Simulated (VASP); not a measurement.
Write the native input for VASP 6.6.1 that does the following.

- Task: single point
- Functional: PBE
- Potentials or basis: VASP PAW PBE potentials, release 64 (In_d)
- Cutoff: 520 eV
- k mesh: 13 × 13 × 13
- Occupations: fermi-dirac, width 0.05 eV
- Spin: non-collinear spin, zero start, spin-orbit coupling
- Starting moments: [[0.0, 0.0, 0.0]] μB
- Dipole correction: no
- Further INCAR settings: ALGO = Normal; EDIFF = 1e-07; NBANDS = 24

The structure of In lies in POSCAR:

```
In
1.0
    3.0902688668      0.0000000000      0.0000000000
    0.0000000000      3.0902688668      0.0000000000
    0.0000000000      0.0000000000      3.0902688668
In
1
Direct
    0.0000000000      0.0000000000      0.0000000000
```

This isn't the form of In at room conditions, which is tetragonal.

The input as run:

INCAR

```
SYSTEM = In
  PREC = Accurate
  ENCUT = 520
  EDIFF = 1E-7
  ISMEAR = -1
  SIGMA = 0.05
  LREAL = .FALSE.
  LASPH = .TRUE.
  NELM = 150
  ALGO = Normal
  ISIF = 2
  LWAVE = .FALSE.
  LCHARG = .FALSE.
  MAGMOM = 0 0 0
  LORBIT = 11
  LSORBIT = .TRUE.
  GGA_COMPAT = .FALSE.
  LORBMOM = .TRUE.
  GGA = PE
  NBANDS = 24
```

KPOINTS

```
regular mesh
0
G
  13 13 13
  0 0 0
```

Potentials or basis: VASP PAW PBE potentials, release 64 (In_d).

The run is started by

```sh
$ cat potpaw_PBE.64/In_d/POTCAR > POTCAR
$ mpirun -np 1 vasp_ncl > vasp.out
```

It gave:

```json
{
  "Pressure": "0.0 GPa",
  "Net moment": "0.00 μB per cell",
  "Valence electrons inside the program's atomic spheres": "In 11.35"
}
```

Wall time 110 s on 1 thread of Intel Xeon 8259CL, on a shared host, peak memory 0.24 GiB.
